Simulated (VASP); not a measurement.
# Sn (P-1) in VASP: further runs

The runs below take Sn through single point, with PBE, LDA, HSE06.

Everything below comes from runs of VASP 6.6.1. Logs are shortened: lines on timing, memory, paths and dates and some standing lists are left out, and cuts for length are marked.

## (1) The cell of the first run

The typed cell holds 1 atom: a = 3.269 Å, b = 3.303 Å, c = 3.287 Å, α = 110.00°, β = 108.91°, γ = 109.87°.

## (2) Single point, PBE

The input, INCAR:

```
SYSTEM = Sn
ALGO     = Fast           ! electronic algorithm
EDIFF    = 1E-6           ! SCF threshold, eV
ENCUT    = 520            ! plane-wave cutoff, eV
GGA      = PE             ! functional
ISIF     = 2              ! what is computed and relaxed
ISMEAR   = -1             ! smearing method
LASPH    = .True.         ! aspherical terms in the spheres
LCHARG   = .False.        ! write CHGCAR
LREAL    = .False.        ! projectors in reciprocal space
LWAVE    = .False.        ! write WAVECAR
NBANDS   = 13             ! bands
NELM     = 100            ! most SCF steps
PREC     = Accurate       ! precision mode
SIGMA    = 0.05           ! smearing width, eV
```

The input, KPOINTS:

```
k-points
0
Gamma
  10 10 10
  0 0 0
```

The input, POSCAR:

```
Sn
1.0
   -1.8911382700      1.8977927600      1.8732002100
    1.8971113000     -1.9215372200      1.9029177100
    1.8832449900      1.9136439400     -1.8969446700
Sn
1
Direct
    0.0000000000      0.0000000000      0.0000000000
```

Potentials or basis: VASP PAW PBE potentials, release 64 (Sn_d).

The run is started by

```bash
cat potpaw_PBE.64/Sn_d/POTCAR > POTCAR
mpirun -np 1 vasp_std > vasp.out
```

OUTCAR:

```text
SYSTEM = Sn
   EDIFF = 1E-6
   ENCUT = 520
   GGA = PE
   ISIF = 2
   ISMEAR = -1
   LASPH = .True.
   LREAL = .False.
   NELM = 100
   PREC = Accurate

 ion  position               nearest neighbor table
   1  0.000  0.000  0.000-

  LATTYP: Found a triclinic cell.
 ALAT       =     8.5230369495
 B/A-ratio  =     0.6311715057
 C/A-ratio  =     0.3832937424
 COS(alpha) =     0.0003116021
 COS(beta)  =     0.2567648264
 COS(gamma) =     0.9493361671

  Lattice vectors:

 A1 = (  -3.7961428500,   7.6307666800,  -0.0534619600)
 A2 = (  -3.7882495700,   3.8193299800,  -0.0297175000)
 A3 = (   1.8892180200,   1.8898994800,   1.8791732500)

Analysis of symmetry for initial positions (statically):
=====================================================================
 Subroutine PRICEL returns:
 Original cell was already a primitive cell.

 Routine SETGRP: Setting up the symmetry group for a
 triclinic supercell.

 Subroutine GETGRP returns: Found  2 space group operations
 (whereof  2 operations were pure point group operations)
 out of a pool of  2 trial point group operations.

The static configuration has the point symmetry S_2 .

Analysis of symmetry for dynamics (positions and initial velocities):
=====================================================================
 Subroutine PRICEL returns:
 Original cell was already a primitive cell.

 Routine SETGRP: Setting up the symmetry group for a
 triclinic supercell.

 Subroutine GETGRP returns: Found  2 space group operations
 (whereof  2 operations were pure point group operations)
 out of a pool of  2 trial point group operations.

The dynamic configuration has the point symmetry S_2 .

 Subroutine INISYM returns: Found  2 space group operations
 (whereof  2 operations are pure point group operations),
 and found     1 'primitive' translations

----------------------------------------------------------------------------------------

                                     Primitive cell

  volume of cell :      27.2030

  direct lattice vectors                    reciprocal lattice vectors
    -1.891138270  1.897792760  1.873200210     0.000130237  0.264028655  0.266482261
     1.897111300 -1.921537220  1.902917710     0.264112127  0.002194233  0.264418266
     1.883244990  1.913643940 -1.896944670     0.265072361  0.262924894  0.001233999

  length of vectors
     3.269082493  3.303397097  3.287406866     0.375131901  0.373733928  0.373355567

  position of ions in fractional coordinates (direct lattice)
     0.000000000  0.000000000  0.000000000

  ion indices of the primitive-cell ions
   primitive index   ion index
                 1           1

----------------------------------------------------------------------------------------

 KPOINTS: k-points

Automatic generation of k-mesh.
 Grid dimensions read from file:
 generate k-points for:   10   10   10

 Generating k-lattice:

  Cartesian coordinates                     Fractional coordinates (reciprocal lattice)
     0.000013024  0.026402865  0.026648226     0.100000000  0.000000000  0.000000000
     0.026411213  0.000219423  0.026441827     0.000000000  0.100000000  0.000000000
     0.026507236  0.026292489  0.000123400     0.000000000 -0.000000000  0.100000000

  Length of vectors
     0.037513190  0.037373393  0.037335557

  Shift w.r.t. Gamma in fractional coordinates (k-lattice)
     0.000000000  0.000000000  0.000000000

 Subroutine IBZKPT returns following result:
 ===========================================

 Found    504 irreducible k-points:

 Following reciprocal coordinates:
            Coordinates               Weight
  0.000000  0.000000  0.000000      1.000000
  0.100000  0.000000  0.000000      2.000000
  0.200000  0.000000  0.000000      2.000000
  0.300000 -0.000000  0.000000      2.000000
  0.400000 -0.000000  0.000000      2.000000
  0.500000  0.000000  0.000000      1.000000
[... 16 lines left out ...]
 -0.400000  0.200000 -0.000000      2.000000
 -0.300000  0.200000 -0.000000      2.000000
 [... further k-points ...]
   k-points           NKPTS =    504   k-points in BZ     NKDIM =    504   number of bands    NBANDS=     13
   number of dos      NEDOS =    301   number of ions     NIONS =      1
   total plane-waves  NPLWV =  16128
   dimension x,y,z NGX =    24 NGY =   28 NGZ =   24
   dimension x,y,z NGXF=    48 NGYF=   56 NGZF=   48
   ions per type =               1
   NGX,Y,Z   is equivalent  to a cutoff of  12.20, 14.09, 12.14 a.u.
   NGXF,Y,Z  is equivalent  to a cutoff of  24.41, 28.18, 24.27 a.u.
 SYSTEM =  Sn
   PREC   = accura    normal or accurate (medium, high low for compatibility)
   ISTART =      0    job   : 0-new  1-cont  2-samecut
   ICHARG =      2    charge: 1-file 2-atom 10-const
   ISPIN  =      1    spin polarized calculation?
   LNONCOLLINEAR =      F non collinear calculations
   LSORBIT =      F    spin-orbit coupling
   LASPH  =      T    aspherical Exc in radial PAW
[... 54 lines left out ...]
 fundamental gap:      0.0091026704
 Fermi energy:         8.0464677001

 k-point     1 :       0.0000    0.0000    0.0000
  band No.  band energies     occupation
      1     -13.4978      2.00000
      2     -13.4927      2.00000
      3     -13.4839      2.00000
      4     -13.3558      2.00000
      5     -13.3512      2.00000
      6      -3.0017      2.00000
      7      15.8944      0.00000
      8      16.0643      0.00000
      9      16.1480      0.00000
     10      20.0886      0.00000
     11      20.2190      0.00000
     12      20.2975      0.00000
     13      20.7093      0.00000

 k-point     2 :       0.1000    0.0000    0.0000
  band No.  band energies     occupation
      1     -13.4904      2.00000
      2     -13.4838      2.00000
      3     -13.4761      2.00000
      4     -13.3604      2.00000
      5     -13.3529      2.00000
      6      -2.7813      2.00000
      7      14.4402      0.00000
      8      15.2379      0.00000
      9      15.6707      0.00000
     10      18.6094      0.00000
     11      18.9812      0.00000
     12      19.7197      0.00000
     13      21.2660      0.00000

 k-point     3 :       0.2000    0.0000    0.0000
  band No.  band energies     occupation
      1     -13.5011      2.00000
      2     -13.4697      2.00000
      3     -13.4193      2.00000
      4     -13.3716      2.00000
      5     -13.3558      2.00000
      6      -2.1189      2.00000
      7      11.2889      0.00000
      8      13.8484      0.00000
      9      14.9974      0.00000
     10      17.3902      0.00000
     11      17.8160      0.00000
     12      19.8208      0.00000
     13      21.7579      0.00000

 k-point     4 :       0.3000   -0.0000    0.0000
  band No.  band energies     occupation
      1     -13.5155      2.00000
      2     -13.4629      2.00000
      3     -13.3757      2.00000
      4     -13.3590      2.00000
      5     -13.3479      2.00000
      6      -1.0180      2.00000
      7       8.1544      0.20713
      8      12.6541      0.00000
      9      14.2441      0.00000
     10      16.5799      0.00000
     11      16.9912      0.00000
     12      20.6715      0.00000
     13      22.4398      0.00000

 k-point     5 :       0.4000   -0.0000    0.0000
  band No.  band energies     occupation
      1     -13.5271      2.00000
      2     -13.4692      2.00000
      3     -13.3684      2.00000
      4     -13.3612      2.00000
      5     -13.2894      2.00000
      6       0.4783      2.00000
      7       5.3866      2.00000
      8      11.8812      0.00000
      9      13.7102      0.00000
     10      16.1118      0.00000
     11      16.5017      0.00000
     12      21.9393      0.00000
     13      23.2890      0.00000
[... 257 lines left out ...]
 k-point    22 :       0.5000    0.2000    0.0000
  band No.  band energies     occupation
      1     -13.5066      2.00000
      2     -13.4456      2.00000
      3     -13.3732      2.00000
      4     -13.3697      2.00000
      5     -13.3069      2.00000
      6       1.0583      2.00000
      7       5.9053      2.00000
      8       8.4264      0.00100
      9      12.5589      0.00000
     10      17.9028      0.00000
     11      19.6069      0.00000
     12      21.7770      0.00000
     13      23.1557      0.00000

 k-point    23 :      -0.4000    0.2000   -0.0000
  band No.  band energies     occupation
      1     -13.5035      2.00000
      2     -13.4583      2.00000
      3     -13.3791      2.00000
      4     -13.3659      2.00000
      5     -13.3313      2.00000
      6      -0.3939      2.00000
      7       7.9794      1.58560
      8       9.7145      0.00000
      9      13.1314      0.00000
     10      18.0700      0.00000
     11      18.6137      0.00000
     12      21.8153      0.00000
     13      23.2853      0.00000

 k-point    24 :      -0.3000    0.2000   -0.0000
  band No.  band energies     occupation
      1     -13.5068      2.00000
      2     -13.4690      2.00000
      3     -13.3775      2.00000
      4     -13.3729      2.00000
      5     -13.3572      2.00000
      6      -1.4796      2.00000
      7       9.5272      0.00000
      8      12.2006      0.00000
      9      14.0018      0.00000
     10      17.4693      0.00000
     11      18.7088      0.00000
     12      20.0782      0.00000
     13      23.4897      0.00000

 [... further k-points ...]
[... 5 lines left out ...]
  --------------------------------------------------------------------------------------
  -------------------------------------------------------------------------------------
  Total        0.0881656      0.1741379      0.0779007     -0.0160734     -0.0201774      0.0117843
  in kB        5.1926926     10.2562114      4.5881219     -0.9466734     -1.1883904      0.6940585
  external PRESSURE =       6.6790086 kB  Pullay stress =       0.0000000 kB

 VOLUME and BASIS-vectors are now :
 -----------------------------------------------------------------------------
  energy-cutoff  :      520.00
  volume of cell :       27.20
      direct lattice vectors                 reciprocal lattice vectors
    -1.891138270  1.897792760  1.873200210     0.000130237  0.264028655  0.266482261
     1.897111300 -1.921537220  1.902917710     0.264112127  0.002194233  0.264418266
     1.883244990  1.913643940 -1.896944670     0.265072361  0.262924894  0.001233999

 POSITION                                       TOTAL-FORCE (eV/Angst)
 -----------------------------------------------------------------------------------
      0.00000      0.00000      0.00000         0.000000     -0.000000      0.000000
 -----------------------------------------------------------------------------------
    total drift:                               -0.000000      0.000000      0.000000

  FREE ENERGIE OF THE ION-ELECTRON SYSTEM (eV)
  ---------------------------------------------------
  free  energy   TOTEN  =        -3.7627222048 eV

  energy  without entropy=       -3.7554845709  energy(sigma->0) =       -3.75910339
```

Run time: 46 s. Hardware: 1 thread of Intel Xeon 6975P-C (Granite Rapids), shared host; peak memory 0.27 GiB.

Results:

```
Free energy            : -3.7627 eV
Pressure               : 0.7 GPa
Band gap on the k mesh : zero (band 7 reaches 15.89 eV, above the bottom of band 8 at 5.80 eV)
```

Stress tensor (GPa, compression positive):
```
 0.52 -0.09  0.07
-0.09  1.03 -0.12
 0.07 -0.12  0.46
```

Caveat: spin-orbit coupling is left out, which moves the levels of the heavy elements.

## (3) Single point, PBE

This run uses another cell than the first one, of 27.48 Å³/atom, 1.010 times its volume.

The input, INCAR:

```
ALGO = Fast ; EDIFF = 1E-7
ENCUT = 520 ; GGA = PE
ISIF = 2 ; ISMEAR = -1
LASPH = True ; LCHARG = False
LREAL = False ; LWAVE = False
NBANDS = 13 ; NELM = 60
PREC = Accurate ; SIGMA = 0.05
```

The input, KPOINTS:

```
k-points
0
Gamma
  10 10 10
```

The input, POSCAR:

```
Sn
1.0
   -1.8911382700      1.8977927600      1.8919322121
    1.8971113000     -1.9215372200      1.9219468871
    1.8832449900      1.9136439400     -1.9159141167
Sn
1
Direct
    0.0000000000      0.0000000000      0.0000000000
```

Potentials or basis: VASP PAW PBE potentials, release 64 (Sn_d).

The run is started by

```bash
cat potpaw_PBE.64/Sn_d/POTCAR > POTCAR
mpirun -np 1 vasp_std > vasp.out
```

Run time: 2.5 min. Hardware: 1 thread of Intel Xeon Platinum 8375C at 2.90GHz (Ice Lake), shared host; peak memory 0.28 GiB.

The run converged. Its results:

```yaml
Free_energy: -3.7635 eV
Pressure: 0.1 GPa
Band_gap_on_the_k_mesh: zero (band 7 reaches 15.68 eV, above the bottom of band 8 at 5.71 eV)
```

Stress tensor (GPa, compression positive):
```
-0.33 -0.08  0.09
-0.08  0.35 -0.14
 0.09 -0.14  0.38
```

Levels at points of the mesh, in eV from the Fermi level:
```
           k point  band 3  band 4  band 5  band 6  band 7  band 8  band 9  band 10  band 11  band 12
(0.00, 0.00, 0.00)  -21.52  -21.40  -21.39  -10.97    7.75    7.95    8.00    12.03    12.15    12.22
(0.50, 0.00, 0.00)  -21.41  -21.40  -21.31   -6.31   -4.32    3.58    5.50     7.91     8.32    14.60
(0.00, 0.50, 0.00)  -21.40  -21.40  -21.31   -6.37   -4.33    3.59    5.41     7.89     8.24    14.99
(0.50, 0.50, 0.00)  -21.40  -21.40  -21.31   -6.38   -4.33    3.59    5.40     7.89     8.24    15.03
(0.00, 0.00, 0.50)  -21.40  -21.40  -21.31   -6.31   -4.32    3.52    5.38     7.79     8.25    14.92
(0.50, 0.00, 0.50)  -21.40  -21.40  -21.31   -6.33   -4.32    3.54    5.40     7.80     8.27    14.92
(0.00, 0.50, 0.50)  -21.40  -21.40  -21.32   -6.50   -4.37    3.77    5.58     8.10     8.38    14.91
(0.50, 0.50, 0.50)  -21.34  -21.33  -21.33   -2.50   -0.54   -0.43   -0.32     3.84     3.91    18.16
```

Caveat: spin-orbit coupling is left out, which moves the levels of the heavy elements.

## (4) Single point, LDA

The input, INCAR:

```
PREC = Accurate
ENCUT = 520
EDIFF = 1E-6
ISMEAR = 0
SIGMA = 0.05
LREAL = False
LASPH = True
NELM = 60
ALGO = Normal
ISIF = 2
LWAVE = False
LCHARG = False
GGA = CA
NBANDS = 13
```

The input, KPOINTS:

```
Automatic mesh
0
Gamma
  7 7 7
```

The input, POSCAR:

```
Sn
1.0
   -1.8911382700      1.8977927600      1.8732002100
    1.8971113000     -1.9215372200      1.9029177100
    1.8832449900      1.9136439400     -1.8969446700
Sn
1
Direct
    0.0000000000      0.0000000000      0.0000000000
```

Potentials or basis: VASP PAW LDA potentials, release 64 (Sn_d).

The run is started by

```bash
cat potpaw_LDA.64/Sn_d/POTCAR > POTCAR
mpirun -np 1 vasp_std > vasp.out
```

Run time: 15 s. Hardware: 1 thread of Intel Xeon Platinum 8559C (Emerald Rapids), shared host; peak memory 0.17 GiB.

It converged, with:

```yaml
Free_energy: -4.4508 eV
Pressure: -3.1 GPa
Band_gap_on_the_k_mesh: zero (band 7 reaches 15.49 eV, above the bottom of band 8 at 5.73 eV)
```

Stress tensor (GPa, compression positive):
```
-3.17 -0.35  0.08
-0.35 -3.27 -0.61
 0.08 -0.61 -2.85
```

Levels at points of the mesh, in eV from the Fermi level:
```tsv
k point	band 3	band 4	band 5	band 6	band 7	band 8	band 9	band 10	band 11	band 12
(0.00, 0.00, 0.00)	-21.75	-21.62	-21.61	-11.41	7.37	7.54	7.62	11.79	11.92	12.00
```

Caveat: spin-orbit coupling is left out, which moves the levels of the heavy elements.

## (5) Single point, LDA

The input, INCAR:

```
SYSTEM = Sn
  ALGO = Normal
  EDIFF = 1E-6
  ENCUT = 520
  GGA = CA
  ISIF = 2
  ISMEAR = 0
  LASPH = .TRUE.
  LCHARG = .FALSE.
  LREAL = .FALSE.
  LWAVE = .FALSE.
  NBANDS = 13
  NELM = 60
  PREC = Accurate
  SIGMA = 0.05
```

The input, KPOINTS:

```
k-points
0
G
  9 9 9
  0 0 0
```

POSCAR is that of step 4.

The run is started by

```bash
cat potpaw_LDA.64/Sn_d/POTCAR > POTCAR
mpirun -np 1 vasp_std > vasp.out
```

Run time: 30 s. Hardware: 1 thread of Intel Xeon Platinum 8559C (Emerald Rapids), shared host; peak memory 0.22 GiB.

It converged, with:

```yaml
Free_energy: -4.4285 eV
Pressure: -3.7 GPa
Band_gap_on_the_k_mesh: zero (band 7 reaches 15.48 eV, above the bottom of band 8 at 5.36 eV)
```

Stress tensor (GPa, compression positive):
```
-3.87  0.10 -0.04
 0.10 -3.60  0.36
-0.04  0.36 -3.74
```

Levels at points of the mesh, in eV from the Fermi level:
```
           k point  band 4  band 5  band 6  band 7  band 8  band 9  band 10  band 11
(0.00, 0.00, 0.00)  -21.20  -21.20  -10.97    7.80    7.97    8.05    12.23    12.36
```

Caveat: spin-orbit coupling is left out, which moves the levels of the heavy elements.

## (6) Single point, HSE06

POSCAR is that of step 5.

The input, INCAR.step1:

```
SYSTEM = Sn
ALGO = Normal
EDIFF = 1E-5
ENCUT = 520
GGA = PE
ISIF = 2
ISMEAR = -1
LASPH = .TRUE.
LCHARG = .FALSE.
LREAL = .FALSE.
LWAVE = .TRUE.
NBANDS = 13
NELM = 100
PREC = Accurate
SIGMA = 0.05
```

The input, INCAR.step2:

```
SYSTEM = Sn
ALGO = Normal
EDIFF = 1E-6
ENCUT = 520
GGA = PE
HFSCREEN = 0.2079
ISIF = 2
ISMEAR = -1
ISTART = 1
LASPH = .TRUE.
LCHARG = .FALSE.
LHFCALC = .TRUE.
LREAL = .FALSE.
LWAVE = .FALSE.
NBANDS = 13
NELM = 100
PREC = Accurate
PRECFOCK = Normal
SIGMA = 0.05
```

The input, KPOINTS:

```
k-points
0
G
  5 5 5
  0 0 0
```

Potentials or basis: VASP PAW PBE potentials, release 64 (Sn_d).

The run is started by

```bash
cat potpaw_PBE.64/Sn_d/POTCAR > POTCAR
cp INCAR.step1 INCAR
mpirun -np 1 vasp_std > vasp.out
cp INCAR.step2 INCAR
mpirun -np 1 vasp_std > vasp.out
```

Wall time 39 min (1 thread of AMD EPYC 7R43 (Zen 3), shared host); peak memory 0.23 GiB.

Results (log left out):

| Property | Result |
| --- | --- |
| Free energy | -4.1058 eV |
| Pressure | 1.6 GPa |
| Band gap on the k mesh | zero (band 7 reaches 16.70 eV, above the bottom of band 8 at 5.82 eV) |

Stress tensor (GPa, compression positive):
```
-1.18 -2.22  2.05
-2.22  7.23 -5.58
 2.05 -5.58 -1.37
```

Levels at points of the mesh, in eV from the Fermi level:
```tsv
k point	band 4	band 5	band 6	band 7	band 8	band 9	band 10	band 11
(0.00, 0.00, 0.00)	-23.77	-23.75	-12.50	8.64	8.83	8.92	12.77	12.92
```

Caveat: the k points lie up to 0.47 Å⁻¹ apart; the PAW data sets were made with another functional, which shifts forces and pressure a little; spin-orbit coupling is left out, which moves the levels of the heavy elements.

## (7) Summary

```csv
level,potentials or basis,cell,k mesh,smearing,grid for exact exchange (PRECFOCK),screening parameter,gap on the mesh (eV),pressure (GPa)
PBE,"VASP PAW PBE potentials, release 64 (Sn_d)","a = 3.269, b = 3.303, c = 3.287 Å, angles 110.0, 108.9, 109.9°, 1 atom",10 × 10 × 10,fermi-dirac 0.05 eV,-,-,none,0.7
PBE,"VASP PAW PBE potentials, release 64 (Sn_d)","a = 3.280, b = 3.314, c = 3.298 Å, angles 110.3, 109.2, 109.3°, 1 atom",10 × 10 × 10,fermi-dirac 0.05 eV,-,-,none,0.1
LDA,"VASP PAW LDA potentials, release 64 (Sn_d)","a = 3.269, b = 3.303, c = 3.287 Å, angles 110.0, 108.9, 109.9°, 1 atom",7 × 7 × 7,gaussian 0.05 eV,-,-,none,-3.1
LDA,"VASP PAW LDA potentials, release 64 (Sn_d)","a = 3.269, b = 3.303, c = 3.287 Å, angles 110.0, 108.9, 109.9°, 1 atom",9 × 9 × 9,gaussian 0.05 eV,-,-,none,-3.7
HSE06,"VASP PAW PBE potentials, release 64 (Sn_d)","a = 3.269, b = 3.303, c = 3.287 Å, angles 110.0, 108.9, 109.9°, 1 atom",5 × 5 × 5,fermi-dirac 0.05 eV,Normal,0.2079 1/Å,none,1.6
```

Alike in all rows: task single point; no spin polarisation; cutoff (eV) 520.

Caveats: some runs use coarse meshes; spin-orbit coupling is left out, which moves the levels of the heavy elements; the PAW data sets were made with another functional, which shifts forces and pressure a little (some runs).

Total energies depend on the potentials used, so only differences within one code and one set of settings carry meaning.
